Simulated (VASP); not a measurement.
A run of VASP 6.6.1 is set up as follows.

Contents of INCAR:

```
SYSTEM = Sb3Se
PREC = Accurate ; ENCUT = 600
EDIFF = 1E-7 ; ISMEAR = 0
SIGMA = 0.1 ; LREAL = .FALSE.
LASPH = .TRUE. ; NELM = 60
ALGO = Normal ; ISIF = 3
LWAVE = .FALSE. ; LCHARG = .FALSE.
GGA = PE ; IBRION = 2
NSW = 90 ; EDIFFG = -0.04
```

File KPOINTS:

```
regular mesh
0
G
  6 6 2
  0 0 0
```

File POSCAR:

```
Sb3Se
1.0
    2.0861822500     -2.6462479000      0.0000000000
    2.0861822500      2.6462479000      0.0000000000
    0.0000000000      0.0000000000     11.2187477600
Sb Se
3 1
Direct
    0.5000000000      0.5000000000      0.7518992400
    0.0000000000      0.0000000000      0.5000000000
    0.5000000000      0.5000000000      0.2481007600
    0.0000000000      0.0000000000      0.0000000000
```

Potentials or basis: VASP PAW PBE potentials, release 64 (Sb, Se).

Command:

```sh
$ cat potpaw_PBE.64/Sb/POTCAR potpaw_PBE.64/Se/POTCAR > POTCAR
$ mpirun -np 1 vasp_std > vasp.out
```

Estimate the relaxed cell.

a = 3.406 Å, b = 3.406 Å, c = 9.891 Å, α = 90.00°, β = 90.00°, γ = 115.06°.

Estimate the relaxed volume.

25.99 Å³/atom.

Predict the space group after relaxing (to 0.1 Å).

Cmmm (No. 65).

Forces on the atoms (eV/Å):
```
Sb   0.000  0.000 -0.008
Sb   0.000  0.000  0.000
Sb   0.000  0.000  0.008
Se   0.000  0.000  0.000
```

Caveat: the volume moved by over 15 % at a fixed basis, so the end points are rough; the highest band is partly filled, so the run has too few bands.
